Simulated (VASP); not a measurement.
Runs of VASP 6.6.1 on NaWF3. The structure is that of space group Pm-3m (No. 221), or close to it. The cells are those of the table. The cell was built from a structure type or drawn by symmetry, and may not be a known phase.

```tsv
task	cell	k mesh	cutoff (eV)	gap on the mesh (eV)	pressure (GPa)	moment (μB)
single point	a = 4.343 Å, 5 atoms	4 × 4 × 4	520	none	-8.9	4.00
relaxation of cell and atoms	relaxed from a = 4.343 Å, 5 atoms	4 × 4 × 4	600	none	-0.4	4.00
single point	a = 4.064 Å, 5 atoms	10 × 10 × 10	520	none	0.2	4.00
single point	a = 4.064 Å, 5 atoms	4 × 4 × 4	520	none	(a)	4.00
```

Alike in all rows: level PBE; potentials or basis VASP PAW PBE potentials, release 64 (Na_pv, W_sv, F); spin collinear; smearing gaussian 0.1 eV.

**Question.** Estimate the missing entries.

**Answer.** (a) 0.1.

Caveats: some runs use coarse meshes; spin-orbit coupling is left out, which moves the levels of the heavy elements.

A k mesh can miss the band edges, and the runs leave out spin-orbit coupling on W.

A gap of «none» marks levels without a gap at the run's occupations.
